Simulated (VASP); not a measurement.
Write the native input for VASP 6.6.1 that does the following.

```yaml
Task: single point
Functional: PBEsol
Potentials_or_basis: VASP PAW PBE potentials, release 64 (Al, B, H)
Cutoff: 520 eV
k_mesh: 6 × 6 × 4
Occupations: fermi-dirac, width 0.03 eV
Spin: no spin polarisation
Dipole_correction: no
Further_INCAR_settings: ALGO = Normal; EDIFF = 1e-06; NBANDS = 16
```

The structure of AlBH6 lies in POSCAR:

```
AlBH6
1.0
    2.8931406681      0.0000000000      0.0000000000
    0.0000000000      2.8931406681      0.0000000000
    0.0000000000      0.0000000000      4.6356192712
Al B H
1 1 6
Direct
    0.0000000000      0.0000000000      0.0000000000
    0.0000000000      0.0000000000      0.5000000000
    0.5000000000      0.5000000000      0.0000000000
    0.5000000000      0.5000000000      0.5000000000
    0.5000000000      0.0000000000      0.3124298842
    0.5000000000      0.0000000000      0.6875701158
    0.0000000000      0.5000000000      0.3124298842
    0.0000000000      0.5000000000      0.6875701158
```

The input as run:

INCAR

```
SYSTEM = AlBH6
ALGO = Normal
EDIFF = 1E-6
ENCUT = 520
GGA = PS
ISIF = 2
ISMEAR = -1
LASPH = .True.
LCHARG = .True.
LELF = .True.
LREAL = .False.
LVHAR = .True.
LWAVE = .False.
NBANDS = 16
NELM = 100
PREC = Accurate
SIGMA = 0.03
```

KPOINTS

```
k-points
0
Gamma
  6 6 4
  0 0 0
```

Potentials or basis: VASP PAW PBE potentials, release 64 (Al, B, H).

Command:

```console
$ cat potpaw_PBE.64/Al/POTCAR potpaw_PBE.64/B/POTCAR potpaw_PBE.64/H/POTCAR > POTCAR
$ mpirun -np 1 vasp_std > vasp.out
```

Results of the run:

```json
{"Pressure": "-0.3 GPa", "Band gap on the k mesh": "zero (bands 6 and 7 overlap by 6.30 eV)"}
```

Caveat: the k points lie up to 0.36 Å⁻¹ apart, too coarse for converged energies and pressures of a metal; the PAW data sets were made with another functional, which shifts forces and pressure a little.

Wall time 26 s on 1 thread of Intel Xeon 8259CL (shared host), peak memory 0.15 GiB.
